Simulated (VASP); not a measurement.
# CaO (Fm-3m) in VASP: further runs

CaO is run at these levels: r2SCAN; tasks: single point.

Program: VASP 6.6.1. These are calculated values, not measurements. Logs are shortened: lines on timing, memory, paths and dates and some standing lists are left out, and cuts for length are marked.

## Step 1: The cell of the first run

It takes space group Fm-3m (No. 225, cubic). The conventional cell has a = 4.646 Å, b = 4.646 Å, c = 4.646 Å, α = 90.00°, β = 90.00°, γ = 90.00°. Within 3.1 Å of Ca (site symmetry m-3m) lie 6 O at 2.32 Å. O (site symmetry m-3m) has 6 Ca at 2.32 Å within 3.1 Å.

## Step 2: Single point, r2SCAN (volume scaled by 0.91)

The input, POSCAR:

```
CaO
1.0
    0.0000000000      2.3232493538      2.3232493538
    2.3232493538      0.0000000000      2.3232493538
    2.3232493538      2.3232493538      0.0000000000
Ca O
1 1
Direct
    0.0000000000      0.0000000000      0.0000000000
    0.5000000000      0.5000000000      0.5000000000
```

The input, INCAR.step1:

```
SYSTEM = CaO
ALGO = Normal ; EDIFF = 1E-4
ENCUT = 520 ; GGA = PE
ISMEAR = 0 ; LASPH = .TRUE.
LCHARG = .FALSE. ; LREAL = .FALSE.
LWAVE = .TRUE. ; NBANDS = 15
NELM = 80 ; PREC = Accurate
SIGMA = 0.02
```

The input, INCAR.step2:

```
SYSTEM = CaO
ALGO = Normal ; EDIFF = 1E-6
ENCUT = 520 ; ISIF = 2
ISMEAR = 0 ; ISTART = 1
LASPH = .TRUE. ; LCHARG = .TRUE.
LELF = .TRUE. ; LMIXTAU = .TRUE.
LREAL = .FALSE. ; LVHAR = .TRUE.
LWAVE = .FALSE. ; METAGGA = R2SCAN
NBANDS = 15 ; NELM = 80
PREC = Accurate ; SIGMA = 0.02
```

The input, KPOINTS:

```
k-points
0
G
  8 8 8
  0 0 0
```

Potentials or basis: VASP PAW PBE potentials, release 64 (Ca_sv, O).

Command:

```console
> cat potpaw_PBE.64/Ca_sv/POTCAR potpaw_PBE.64/O/POTCAR > POTCAR
> cp INCAR.step1 INCAR
> mpirun -np 1 vasp_std > vasp.out
> cp INCAR.step2 INCAR
> mpirun -np 1 vasp_std > vasp.out
```

OUTCAR:

```text
SYSTEM = CaO
   EDIFF = 1E-6
   ENCUT = 520
   ISIF = 2
   ISMEAR = 0
   ISTART = 1
   LASPH = .TRUE.
   LREAL = .FALSE.
   METAGGA = R2SCAN
   NELM = 80
   PREC = Accurate

 ion  position               nearest neighbor table
   1  0.000  0.000  0.000-   2 2.32   2 2.32   2 2.32   2 2.32   2 2.32   2 2.32
   2  0.500  0.500  0.500-   1 2.32   1 2.32   1 2.32   1 2.32   1 2.32   1 2.32

  LATTYP: Found a face centered cubic cell.
 ALAT       =     4.6464987076

  Lattice vectors:

 A1 = (   0.0000000000,   2.3232493538,   2.3232493538)
 A2 = (   2.3232493538,   0.0000000000,   2.3232493538)
 A3 = (   2.3232493538,   2.3232493538,   0.0000000000)

Analysis of symmetry for initial positions (statically):
=====================================================================
 Subroutine PRICEL returns:
 Original cell was already a primitive cell.

 Routine SETGRP: Setting up the symmetry group for a
 face centered cubic supercell.

 Subroutine GETGRP returns: Found 48 space group operations
 (whereof 48 operations were pure point group operations)
 out of a pool of 48 trial point group operations.

The static configuration has the point symmetry O_h .

Analysis of symmetry for dynamics (positions and initial velocities):
=====================================================================
 Subroutine PRICEL returns:
 Original cell was already a primitive cell.

 Routine SETGRP: Setting up the symmetry group for a
 face centered cubic supercell.

 Subroutine GETGRP returns: Found 48 space group operations
 (whereof 48 operations were pure point group operations)
 out of a pool of 48 trial point group operations.

The dynamic configuration has the point symmetry O_h .

 Subroutine INISYM returns: Found 48 space group operations
 (whereof 48 operations are pure point group operations),
 and found     1 'primitive' translations

----------------------------------------------------------------------------------------

                                     Primitive cell

  volume of cell :      25.0794

  direct lattice vectors                    reciprocal lattice vectors
     0.000000000  2.323249354  2.323249354    -0.215215814  0.215215814  0.215215814
     2.323249354  0.000000000  2.323249354     0.215215814 -0.215215814  0.215215814
     2.323249354  2.323249354  0.000000000     0.215215814  0.215215814 -0.215215814

  length of vectors
     3.285570745  3.285570745  3.285570745     0.372764724  0.372764724  0.372764724

  position of ions in fractional coordinates (direct lattice)
     0.000000000  0.000000000  0.000000000
     0.500000000  0.500000000  0.500000000

  ion indices of the primitive-cell ions
   primitive index   ion index
                 1           1
                 2           2

----------------------------------------------------------------------------------------

 KPOINTS: k-points

Automatic generation of k-mesh.
 Grid dimensions read from file:
 generate k-points for:    8    8    8

 Generating k-lattice:

  Cartesian coordinates                     Fractional coordinates (reciprocal lattice)
    -0.026901977  0.026901977  0.026901977     0.125000000  0.000000000  0.000000000
     0.026901977 -0.026901977  0.026901977     0.000000000  0.125000000  0.000000000
     0.026901977  0.026901977 -0.026901977     0.000000000  0.000000000  0.125000000

  Length of vectors
     0.046595590  0.046595590  0.046595590

  Shift w.r.t. Gamma in fractional coordinates (k-lattice)
     0.000000000  0.000000000  0.000000000

 Subroutine IBZKPT returns following result:
 ===========================================

 Found     29 irreducible k-points:

 Following reciprocal coordinates:
            Coordinates               Weight
  0.000000  0.000000  0.000000      1.000000
  0.125000  0.000000  0.000000      8.000000
  0.250000  0.000000  0.000000      8.000000
  0.375000  0.000000  0.000000      8.000000
  0.500000  0.000000  0.000000      4.000000
  0.125000  0.125000  0.000000      6.000000
[... 16 lines left out ...]
  0.500000  0.250000  0.125000     48.000000
 -0.375000  0.250000  0.125000     24.000000
 [... further k-points ...]
   k-points           NKPTS =     29   k-points in BZ     NKDIM =     29   number of bands    NBANDS=     15
   number of dos      NEDOS =    301   number of ions     NIONS =      2
   total plane-waves  NPLWV =  13824
   dimension x,y,z NGX =    24 NGY =   24 NGZ =   24
   dimension x,y,z NGXF=    48 NGYF=   48 NGZF=   48
   ions per type =               1   1
   NGX,Y,Z   is equivalent  to a cutoff of  12.14, 12.14, 12.14 a.u.
   NGXF,Y,Z  is equivalent  to a cutoff of  24.29, 24.29, 24.29 a.u.
 SYSTEM =  CaO
   PREC   = accura    normal or accurate (medium, high low for compatibility)
   ISTART =      1    job   : 0-new  1-cont  2-samecut
   ICHARG =      0    charge: 1-file 2-atom 10-const
   ISPIN  =      1    spin polarized calculation?
   LNONCOLLINEAR =      F non collinear calculations
   LSORBIT =      F    spin-orbit coupling
   LASPH  =      T    aspherical Exc in radial PAW
   ENCUT  =  520.0 eV  38.22 Ry    6.18 a.u.   6.11  6.11  6.11*2*pi/ulx,y,z
   NELM   =     80;   NELMIN=  2; NELMDL=  0     # of ELM steps
   EDIFF  = 0.1E-05   stopping-criterion for ELM
   LREAL  =      F    real-space projection
   EDIFFG = 0.1E-04   stopping-criterion for IOM
   NSW    =      0    number of steps for IOM
   IBRION =     -1    ionic relax: 0-MD 1-quasi-New 2-CG
   NFREE  =      0    steps in history (QN), initial steepest desc. (CG)
   ISIF   =      2    stress and relaxation
   ISYM   =      2    0-nonsym 1-usesym 2-fastsym
   POTIM  = 0.5000    time-step for ionic-motion
   TEBEG  =    0.0;   TEEND  =   0.0 temperature during run
   PSTRESS=    0.0 pullay stress
   NELECT =      16.0000    total number of electrons
   NUPDOWN=      -1.0000    fix difference up-down
   EMIN   =  10.00;   EMAX   =-10.00  energy-range for DOS
   EFERMI =   0.00;   METHOD = LEGACY
   ISMEAR =     0;   SIGMA  =   0.02  broadening in eV -4-tet -1-fermi 0-gaus
   EFERMI_NEDOS =   21; number of points for ismear=-14 and -15
   IALGO  =     38    algorithm
   IMIX   =      4    mixing-type and parameters
     AMIX     =   0.40;   BMIX     =  1.00
     AMIX_MAG =   1.60;   BMIX_MAG =  1.00
  volume/ion in A,a.u.               =      12.54        84.62
  Fermi-wavevector in a.u.,A,eV,Ry     =   1.409318  2.663225 27.023582  1.986177
  Thomas-Fermi vector in A             =   2.531386
   LORBIT       =      0    0 simple, 1 ext, 2 COOP (PROOUT), +10 PAW based schemes
   METAGGA = R2SCAN    functional components
   LHFCALC =     F    Hartree Fock is set to
   AEXX    =    0.0000 exact exchange contribution
   IVDW    =     0    specifies the selected vdW correction
   LEPSILON=     F    determine dielectric tensor
   LRPA    =     F    only Hartree local field effects (RPA)
 non-spin polarized calculation
 Gauss-broadening in eV      SIGMA  =   0.02
  energy-cutoff  :      520.00
  volume of cell :       25.08
 maximum number of plane-waves:       692
   NGX = 13   NGY = 13   NGZ = 13

 number of electron      15.9999995 magnetization

 Free energy of the ion-electron system (eV)
  ---------------------------------------------------
  ext. energy  EPLUGINS =         0.00000000
  ---------------------------------------------------
  free energy    TOTEN  =       -19.33319195 eV

  energy without entropy =      -19.33319195  energy(sigma->0) =      -19.33319195

 E-fermi :   2.7862     XC(G=0): -11.6229

 val. band max:        2.6207815701   @ k =   0.0000   0.0000   0.0000
 cond. band min:       6.7553808974   @ k =   0.5000   0.5000   0.0000
 fundamental gap:      4.1345993272
 Fermi energy:         2.7862183407

 k-point     1 :       0.0000    0.0000    0.0000
  band No.  band energies     occupation
      1     -36.0295      2.00000
      2     -15.8317      2.00000
      3     -15.8317      2.00000
      4     -15.8316      2.00000
      5     -14.0501      2.00000
      6       2.6208      2.00000
      7       2.6208      2.00000
      8       2.6208      2.00000
      9       8.9593      0.00000
     10       9.7120      0.00000
     11       9.7120      0.00000
     12       9.7120      0.00000
     13      11.4919      0.00000
     14      11.4919      0.00000
     15      19.0655      0.00000

 k-point     2 :       0.1250    0.0000    0.0000
  band No.  band energies     occupation
      1     -36.0063      2.00000
      2     -16.2479      2.00000
      3     -15.8413      2.00000
      4     -15.8413      2.00000
      5     -13.6325      2.00000
      6       2.0722      2.00000
      7       2.3702      2.00000
      8       2.3702      2.00000
      9       9.6020      0.00000
     10       9.7360      0.00000
     11      10.0193      0.00000
     12      10.0194      0.00000
     13      11.9353      0.00000
     14      11.9353      0.00000
     15      19.7866      0.00000

 k-point     3 :       0.2500    0.0000    0.0000
  band No.  band energies     occupation
      1     -35.9499      2.00000
      2     -16.9241      2.00000
      3     -15.8641      2.00000
      4     -15.8641      2.00000
      5     -12.9493      2.00000
      6       0.9946      2.00000
      7       1.8362      2.00000
      8       1.8362      2.00000
      9       9.8034      0.00000
     10      10.8306      0.00000
     11      10.8307      0.00000
     12      11.1850      0.00000
     13      12.9975      0.00000
     14      12.9975      0.00000
     15      20.4830      0.00000
[... 343 lines left out ...]
 k-point    23 :       0.5000    0.2500    0.1250
  band No.  band energies     occupation
      1     -35.8639      2.00000
      2     -17.1823      2.00000
      3     -16.1432      2.00000
      4     -15.9662      2.00000
      5     -12.7464      2.00000
      6       0.4811      2.00000
      7       1.3910      2.00000
      8       1.7320      2.00000
      9       9.3542      0.00000
     10      11.4104      0.00000
     11      12.3411      0.00000
     12      12.6388      0.00000
     13      14.1270      0.00000
     14      15.5634      0.00000
     15      19.7412      0.00000

 k-point    24 :      -0.3750    0.2500    0.1250
  band No.  band energies     occupation
      1     -35.8450      2.00000
      2     -17.2674      2.00000
      3     -16.1620      2.00000
      4     -16.0044      2.00000
      5     -12.6813      2.00000
      6       0.4347      2.00000
      7       1.4042      2.00000
      8       1.4151      2.00000
      9      10.4095      0.00000
     10      10.5029      0.00000
     11      12.6844      0.00000
     12      13.1073      0.00000
     13      14.4449      0.00000
     14      16.4034      0.00000
     15      18.9196      0.00000

 [... further k-points ...]
[... 5 lines left out ...]
  --------------------------------------------------------------------------------------
  -------------------------------------------------------------------------------------
  Total        2.3648938      2.3648938      2.3648938      0.0000000      0.0000000     -0.0000000
  in kB      151.0792275    151.0792275    151.0792275      0.0000000      0.0000000     -0.0000000
  external PRESSURE =     151.0792275 kB  Pullay stress =       0.0000000 kB

 VOLUME and BASIS-vectors are now :
 -----------------------------------------------------------------------------
  energy-cutoff  :      520.00
  volume of cell :       25.08
      direct lattice vectors                 reciprocal lattice vectors
     0.000000000  2.323249354  2.323249354    -0.215215814  0.215215814  0.215215814
     2.323249354  0.000000000  2.323249354     0.215215814 -0.215215814  0.215215814
     2.323249354  2.323249354  0.000000000     0.215215814  0.215215814 -0.215215814

 POSITION                                       TOTAL-FORCE (eV/Angst)
 -----------------------------------------------------------------------------------
      0.00000      0.00000      0.00000         0.000000      0.000000     -0.000000
      2.32325      2.32325      2.32325        -0.000000     -0.000000      0.000000
 -----------------------------------------------------------------------------------
    total drift:                                0.000000     -0.000000     -0.000000

  FREE ENERGIE OF THE ION-ELECTRON SYSTEM (eV)
  ---------------------------------------------------
  free  energy   TOTEN  =       -19.3331919547 eV

  energy  without entropy=      -19.3331919547  energy(sigma->0) =      -19.33319195
```

Run time: 25 s. Hardware: 1 thread of AMD EPYC 9R45 (Zen 5), shared host; peak memory 0.12 GiB.

What came out:

```yaml
Free_energy: -19.3332 eV
Pressure: 15.1 GPa
Band_gap_on_the_k_mesh: 4.13 eV, indirect (least direct gap 4.47 eV)
```

Caveat: the PAW data sets were made with another functional, which shifts forces and pressure a little. A k mesh can miss the band edges.

(Part 1 of 2 ends here.)
